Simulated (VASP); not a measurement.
ZnO:

```
Zn O
1.0
    -0.03318    2.13377    2.13377
     2.13377   -0.03318    2.13377
     2.10059    2.10059    0.00000
Zn O
1 1
Direct
  0.00000 0.00000 0.00000
  0.50000 0.50000 0.50000
```

This cell differs from its parent crystal: shear xy strain -3.1%.

Base run:

| Item | Value |
| --- | --- |
| Program | VASP 6.6.1 |
| Functional | r2SCAN |
| Potentials or basis | VASP PAW PBE potentials, release 64 (Zn, O) |
| Cutoff | 520 eV |
| k mesh | 10 × 10 × 10 |
| Occupations | gaussian, width 0.01 eV |
| Spin | no spin polarisation |

Its results: band gap on the k mesh 1.52 eV (least direct gap 2.85 eV); pressure 1.4 GPa.

Problem. The run is repeated on the same cell with these changes: functional from r2SCAN to PBE; occupations from gaussian, width 0.01 eV to fermi-dirac, width 0.02 eV. What comes out?

Solution. Band gap on the k mesh 0.89 eV (least direct gap 2.19 eV); pressure 9.1 GPa.

Caveats: the PAW data sets were made with another functional, which shifts forces and pressure a little (at least some runs); the cell stands under pressure (at least some runs).

A k mesh can miss the band edges.
